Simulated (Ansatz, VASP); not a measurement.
## Tl: VASP beside Ansatz

```
CELL_PARAMETERS angstrom
3.50029 0.00000 0.00000
-1.75014 3.03134 0.00000
0.00000 0.00000 5.39782
ATOMIC_POSITIONS crystal
Tl 0.33333 0.66667 0.25000
Tl 0.66667 0.33333 0.75000
```

Alike in both runs: functional PBEsol; k mesh 15 × 15 × 8; occupations gaussian, width 0.1 eV; no spin polarisation.

Ansatz relaxed the structure, and its values are those at the end. VASP's run is a single point on that final structure, the one shown.

```csv
,VASP,Ansatz
version,VASP 6.6.1,Ansatz 0.2.0
potentials or method,"VASP PAW PBE potentials, release 64 (Tl_d), cutoff 520 eV","scalar-relativistic, plane waves, PAW"
valence electrons in the cell,26,26
```

```csv
,VASP,Ansatz,Ansatz less VASP
gap on the k mesh at the Fermi level (eV),none,none,-
pressure (GPa),-0.1,0.0,+0.06
```

VASP's potentials were made for PBE, not for PBEsol. A gap of «none» marks a metal or a gap that the smearing closes.

Neither program's run includes spin-orbit coupling.
